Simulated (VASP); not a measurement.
# Be2ZnSe3 (I-4m2) in VASP: further runs, part 2 of 2

VASP 6.6.1. Earlier steps stand in the parts before.

**5. Single point, PBE**

This run uses another cell than the first one: it holds 12 atoms, not 6.

Contents of INCAR:

```
SYSTEM = Be2ZnSe3
ALGO = Normal ; EDIFF = 1E-6
ENCUT = 520 ; GGA = PE
ISIF = 2 ; ISMEAR = 0
LASPH = .True. ; LCHARG = .True.
LELF = .True. ; LREAL = .False.
LVHAR = .True. ; LWAVE = .False.
NBANDS = 46 ; NELM = 100
PREC = Accurate ; SIGMA = 0.1
```

Contents of KPOINTS:

```
k-points
0
Gamma
  4 2 4
  0 0 0
```

Contents of POSCAR:

```
Be2ZnSe3
1.0
    3.7743691047      0.0000000000      0.0000000000
    0.0000000000     -7.5487382094      0.0000000000
   -1.8871845524      1.8871845524     -8.1287057657
Be Zn Se
4 2 6
Direct
    0.6720009995      0.8360004998      0.3440019990
    0.6720009995      0.3360004998      0.3440019990
    0.3279990005      0.6639995002      0.6559980010
    0.3279990005      0.1639995002      0.6559980010
    0.0000000000      0.5000000000      0.0000000000
    0.0000000000      1.0000000000      0.0000000000
    0.0954527849      0.7977263924      0.1909055697
    0.0954527849      0.2977263924      0.1909055697
    0.7500000000      0.6250000000      0.5000000000
    0.7500000000      0.1250000000      0.5000000000
    0.4045472151      0.9522736076      0.8090944303
    0.4045472151      0.4522736076      0.8090944303
```

Potentials or basis: VASP PAW PBE potentials, release 64 (Be, Zn, Se).

Run with:

```
$ cat potpaw_PBE.64/Be/POTCAR potpaw_PBE.64/Zn/POTCAR potpaw_PBE.64/Se/POTCAR > POTCAR
$ mpirun -np 1 vasp_std > vasp.out
```

OUTCAR:

```text
SYSTEM = Be2ZnSe3
   EDIFF = 1E-6
   ENCUT = 520
   GGA = PE
   ISIF = 2
   ISMEAR = 0
   LASPH = .True.
   LREAL = .False.
   NELM = 100
   PREC = Accurate

 ion  position               nearest neighbor table
   1  0.672  0.836  0.344-   7 2.26   7 2.26  10 2.27   9 2.27
   2  0.672  0.336  0.344-   8 2.26   8 2.26   9 2.27  10 2.27
   3  0.328  0.664  0.656-  12 2.26  11 2.26   9 2.27   9 2.27
   4  0.328  0.164  0.656-  11 2.26  12 2.26  10 2.27  10 2.27
   5  0.000  0.500  0.000-   7 2.44  12 2.44  12 2.44   8 2.44
   6  0.000  0.000  0.000-   8 2.44  11 2.44  11 2.44   7 2.44
   7  0.095  0.798  0.191-   1 2.26   1 2.26   5 2.44   6 2.44
   8  0.095  0.298  0.191-   2 2.26   2 2.26   6 2.44   5 2.44
   9  0.750  0.625  0.500-   2 2.27   3 2.27   3 2.27   1 2.27
  10  0.750  0.125  0.500-   1 2.27   4 2.27   4 2.27   2 2.27
  11  0.405  0.952  0.809-   4 2.26   3 2.26   6 2.44   6 2.44
  12  0.405  0.452  0.809-   3 2.26   4 2.26   5 2.44   5 2.44

  LATTYP: Found a base centered monoclinic cell.
 ALAT       =    16.6897960395
 B/A-ratio  =     0.2261483062
 C/A-ratio  =     0.4522966123
 COS(beta)  =    -0.2261483062

  Lattice vectors:

 A1 = (  -1.8871845524,   1.8871845524,  -8.1287057657)
 A2 = (   1.8871845523,   1.8871845524,  -8.1287057657)
 A3 = (   0.0000000000,  -7.5487382094,   0.0000000000)

Analysis of symmetry for initial positions (statically):
=====================================================================
 Subroutine PRICEL returns following result:

  LATTYP: Found a body centered tetragonal cell.
 ALAT       =     3.7743691047
 C/A-ratio  =     4.3073189400

  Lattice vectors:

 A1 = (   1.8871845524,   1.8871845523,   8.1287057657)
 A2 = (  -1.8871845523,  -1.8871845524,   8.1287057657)
 A3 = (   1.8871845523,  -1.8871845523,  -8.1287057657)

   2 primitive cells build up your supercell.

 Routine SETGRP: Setting up the symmetry group for a
 base centered monoclinic supercell.

 Subroutine GETGRP returns: Found  2 space group operations
[... 174 lines left out ...]
   LRPA    =     F    only Hartree local field effects (RPA)
 non-spin polarized calculation
 Gauss-broadening in eV      SIGMA  =   0.10
  energy-cutoff  :      520.00
  volume of cell :      231.60
 maximum number of plane-waves:      6260
   NGX = 15   NGY = 29   NGZ = 31

 number of electron      68.0000012 magnetization

 Free energy of the ion-electron system (eV)
  ---------------------------------------------------
  ext. energy  EPLUGINS =         0.00000000
  ---------------------------------------------------
  free energy    TOTEN  =       -47.05760491 eV

  energy without entropy =      -47.05760491  energy(sigma->0) =      -47.05760491

 E-fermi :   3.0836     XC(G=0):  -9.3197

 val. band max:        2.6270152409   @ k =   0.0000   0.0000   0.0000
 cond. band min:       5.2676572737   @ k =   0.0000   0.0000   0.5000
 fundamental gap:      2.6406420328
 Fermi energy:         3.0835820039

 k-point     1 :       0.0000    0.0000    0.0000
  band No.  band energies     occupation
      1     -10.9573      2.00000
      2     -10.0617      2.00000
      3      -9.9102      2.00000
      4      -9.8756      2.00000
      5      -9.8476      2.00000
      6      -9.7702      2.00000
[... 675 lines left out ...]
     45       8.6805      0.00000
     46       8.6805      0.00000

------------------------ aborting loop because EDIFF is reached ----------------------------------------

  FORCE on cell =-STRESS in cart. coord.  units (eV):
  Direction    XX          YY          ZZ          XY          YZ          ZX
  --------------------------------------------------------------------------------------
  -------------------------------------------------------------------------------------
  Total        0.7212821      0.7212556     -0.1157226     -0.0000000     -0.0002805     -0.0000000
  in kB        4.9897134      4.9895303     -0.8005506     -0.0000000     -0.0019408     -0.0000000
  external PRESSURE =       3.0595644 kB  Pullay stress =       0.0000000 kB

 VOLUME and BASIS-vectors are now :
 -----------------------------------------------------------------------------
  energy-cutoff  :      520.00
  volume of cell :      231.60
      direct lattice vectors                 reciprocal lattice vectors
     3.774369105  0.000000000  0.000000000     0.264944941  0.000000000 -0.061510407
     0.000000000 -7.548738209  0.000000000     0.000000000 -0.132472471 -0.030755203
    -1.887184552  1.887184552 -8.128705766     0.000000000  0.000000000 -0.123020814

 POSITION                                       TOTAL-FORCE (eV/Angst)
 -----------------------------------------------------------------------------------
      1.88718     -5.66155     -2.79629         0.000000      0.000007      0.002253
      1.88718     -1.88718     -2.79629         0.000000      0.000007      0.002253
     -0.00000     -3.77437     -5.33241        -0.000000      0.000003     -0.002251
     -0.00000      0.00000     -5.33241        -0.000000      0.000003     -0.002251
      0.00000     -3.77437      0.00000         0.000000     -0.000035      0.000000
      0.00000      0.00000      0.00000         0.000000     -0.000035      0.000000
      0.00000     -5.66155     -1.55182        -0.000000     -0.000025     -0.044265
      0.00000     -1.88718     -1.55182        -0.000000     -0.000025     -0.044265
      1.88718     -3.77437     -4.06435        -0.000000      0.000018     -0.000001
      1.88718      0.00000     -4.06435        -0.000000      0.000018     -0.000001
     -0.00000     -5.66155     -6.57689         0.000000      0.000032      0.044264
     -0.00000     -1.88718     -6.57689         0.000000      0.000032      0.044264
 -----------------------------------------------------------------------------------
    total drift:                               -0.000011     -0.000052     -0.000009

  FREE ENERGIE OF THE ION-ELECTRON SYSTEM (eV)
  ---------------------------------------------------
  free  energy   TOTEN  =       -47.0576049109 eV

  energy  without entropy=      -47.0576049109  energy(sigma->0) =      -47.05760491
```

OSZICAR:

```text
N       E                     dE             d eps       ncg     rms          rms(c)
DAV:   1     0.472088257446E+03    0.47209E+03   -0.28469E+04  1288   0.143E+03
DAV:   2     0.173692163914E+02   -0.45472E+03   -0.42938E+03  1364   0.321E+02
DAV:   3    -0.460218548526E+02   -0.63391E+02   -0.62489E+02  1470   0.123E+02
DAV:   4    -0.483220056669E+02   -0.23002E+01   -0.22886E+01  1640   0.241E+01
DAV:   5    -0.483560165774E+02   -0.34011E-01   -0.33964E-01  1592   0.284E+00    0.928E+00
DAV:   6    -0.471650258775E+02    0.11910E+01   -0.21440E+00  1800   0.390E+01    0.674E+00
DAV:   7    -0.470478671556E+02    0.11716E+00   -0.20135E+00  1538   0.595E+00    0.252E+00
DAV:   8    -0.470540856884E+02   -0.62185E-02   -0.12401E-01  1626   0.302E+00    0.847E-01
DAV:   9    -0.470569602419E+02   -0.28746E-02   -0.24084E-02  1754   0.174E+00    0.201E-01
DAV:  10    -0.470570615845E+02   -0.10134E-03   -0.39099E-03  1698   0.787E-01    0.113E-01
DAV:  11    -0.470575389206E+02   -0.47734E-03   -0.16416E-03  1480   0.170E-01    0.378E-02
DAV:  12    -0.470575634461E+02   -0.24525E-04   -0.81803E-05  1672   0.988E-02    0.228E-02
DAV:  13    -0.470576022010E+02   -0.38755E-04   -0.76389E-05  1522   0.538E-02    0.797E-03
DAV:  14    -0.470576045215E+02   -0.23205E-05   -0.11687E-05  1560   0.215E-02    0.447E-03
DAV:  15    -0.470576049109E+02   -0.38939E-06   -0.33352E-06  1220   0.759E-03
   1 F= -.47057605E+02 E0= -.47057605E+02  d E =-.312090E-11
```

It took 97 s on 1 thread of AMD EPYC 9R45 (Zen 5), shared host; peak memory 0.34 GiB.

Results:

```
Free energy            : -47.0576 eV
Pressure               : 0.3 GPa
Largest force          : 0.044 eV/Å
Band gap on the k mesh : 2.64 eV
```

Forces in eV/Å, atoms in the order of the input:
```
Be   0.000  0.000  0.002
Be   0.000  0.000  0.002
Be   0.000  0.000 -0.002
Be   0.000  0.000 -0.002
Zn   0.000  0.000  0.000
Zn   0.000  0.000  0.000
Se   0.000  0.000 -0.044
Se   0.000  0.000 -0.044
Se   0.000  0.000  0.000
Se   0.000  0.000  0.000
Se   0.000  0.000  0.044
Se   0.000  0.000  0.044
```

Caveat: the k points lie up to 0.43 Å⁻¹ apart. A k mesh can miss the band edges.

**6. Relaxation of cell and atoms, PBE**

Contents of INCAR:

```
SYSTEM = Be2ZnSe3
  PREC = Accurate
  ENCUT = 600
  EDIFF = 1E-7
  ISMEAR = 0
  SIGMA = 0.1
  LREAL = .FALSE.
  LASPH = .TRUE.
  NELM = 60
  ALGO = Normal
  ISIF = 3
  LWAVE = .FALSE.
  LCHARG = .FALSE.
  GGA = PE
  IBRION = 2
  NSW = 90
  EDIFFG = -0.04
```

Contents of KPOINTS:

```
Automatic mesh
0
G
  6 6 6
  0 0 0
```

Contents of POSCAR:

```
Be2ZnSe3
1.0
   -1.8863858900      1.8863858900      8.0032575100
    1.8863858900     -1.8863858900      8.0032575100
    1.8863858900      1.8863858900     -8.0032575100
Be Zn Se
2 1 3
Direct
    0.3333333300      0.3333333300      0.0000000000
    0.6666666700      0.6666666700      0.0000000000
    0.0000000000      0.0000000000      0.0000000000
    0.4166666700      0.9166666700      0.5000000000
    0.7500000000      0.2500000000      0.5000000000
    0.0833333300      0.5833333300      0.5000000000
```

Potentials or basis: VASP PAW PBE potentials, release 64 (Be, Zn, Se).

Run with:

```
$ cat potpaw_PBE.64/Be/POTCAR potpaw_PBE.64/Zn/POTCAR potpaw_PBE.64/Se/POTCAR > POTCAR
$ mpirun -np 1 vasp_std > vasp.out
```

Run time: 22 min. Hardware: 1 thread of AMD EPYC 9R45 (Zen 5), shared host; peak memory 0.78 GiB.

The run converged. Its results:

| Item | Value |
| --- | --- |
| Free energy | -23.5831 eV |
| Relaxed volume | 19.33 Å³/atom |
| Relaxed cell | a = 8.545 Å, b = 8.545 Å, c = 8.545 Å, α = 154.44°, β = 154.44°, γ = 36.46° |
| Space group after relaxing (to 0.1 Å) | I-4m2 (No. 119) |
| Energy gained by relaxing | 71.3 meV/atom |
| Ionic steps | 7 |
| Pressure after relaxing | 0.1 GPa |
| Largest force after relaxing | 0.007 eV/Å |
| Band gap on the k mesh | 2.64 eV (least direct gap 2.66 eV) |

Forces on the atoms (eV/Å):
```
Be   0.000  0.000  0.007
Be   0.000  0.000 -0.007
Zn   0.000  0.000  0.000
Se   0.000  0.000  0.004
Se   0.000  0.000  0.000
Se   0.000  0.000 -0.004
```

Stress tensor (GPa, compression positive):
```
0.02 0.00 0.00
0.00 0.02 0.00
0.00 0.00 0.15
```

Step by step:
| step | energy change (eV) | largest force (eV/Å) | pressure (GPa) | volume (Å³) |
| --- | --- | --- | --- | --- |
| 1 | 0.0000 | 2.1409 | 3.03 | 113.92 |
| 2 | -0.3055 | 0.6636 | -1.64 | 119.93 |
| 3 | -0.3127 | 0.4700 | -2.31 | 121.05 |
| 4 | -0.3944 | 0.4462 | -0.45 | 117.14 |
| 5 | -0.4054 | 0.4311 | 0.62 | 115.19 |
| 6 | -0.4244 | 0.1654 | 0.27 | 115.68 |
| 7 | -0.4279 | 0.0075 | 0.07 | 115.99 |

Final structure:
```xyz
6
Lattice="-1.8903 1.8903 8.1158 1.8903 -1.8903 8.1158 1.8903 1.8903 -8.1158" Properties=species:S:1:pos:R:3 pbc="T T T"
Be    0.0000    0.0000    5.3220
Be    0.0000    0.0000   10.9096
Zn    0.0000    0.0000    0.0000
Se    1.8903    0.0000    6.5636
Se    0.0000    1.8903    4.0579
Se    1.8903    0.0000    1.5522
```

Levels at points of the mesh, in eV from the valence-band top:
| k point | band 15 | band 16 | band 17 | band 18 | band 19 | band 20 |
| --- | --- | --- | --- | --- | --- | --- |
| (0.00, 0.00, 0.00) | -0.25 | 0.00 | 0.00 | 2.66 | 2.91 | 3.48 |
| (0.50, 0.00, 0.00) | -1.46 | -1.07 | -0.46 | 3.26 | 4.34 | 4.50 |
| (0.50, 0.50, 0.00) | -2.87 | -2.45 | -2.43 | 2.69 | 3.46 | 4.41 |
| (0.50, 0.50, 0.50) | -1.23 | -0.51 | -0.51 | 2.64 | 3.75 | 4.03 |

A k mesh can miss the band edges.

**7. Overview**

```csv
task,cell,k mesh,cutoff (eV),smearing,gap on the mesh (eV),pressure (GPa),largest force (eV/Å)
single point,"a = 8.436 Å, angles 154.2, 154.2, 36.9°, 6 atoms, atomic positions A",6 × 6 × 6,520,gaussian 0.1 eV,2.65,3.0,2.14
single point,"a = 8.542 Å, angles 154.4, 154.4, 36.5°, 6 atoms, atomic positions B",6 × 6 × 6,520,gaussian 0.1 eV,2.64,0.1,0.01
single point,"a = 8.556 Å, angles 154.5, 154.5, 36.4°, 6 atoms, atomic positions B",8 × 8 × 8,520,gaussian 0.02 eV,2.64,0.2,0.02
single point,"a = 3.774, b = 7.549, c = 8.556 Å, angles 102.7, 102.7, 90.0°, 12 atoms, atomic positions C",4 × 2 × 4,520,gaussian 0.1 eV,2.64,0.3,0.04
relaxation of cell and atoms,"relaxed from a = 8.436 Å, angles 154.2, 154.2, 36.9°, 6 atoms, atomic positions A",6 × 6 × 6,600,gaussian 0.1 eV,2.64,0.1,0.01
```

Alike in all rows: level PBE; potentials or basis VASP PAW PBE potentials, release 64 (Be, Zn, Se); no spin polarisation.

Caveats: some runs use coarse meshes; the cell stands under pressure (at least some runs); forces of over 1 eV/Å act on the atoms, so gaps and moduli don't describe the material at rest (at least some runs).

Total energies depend on the potentials used, so only differences within one code and one set of settings carry meaning.
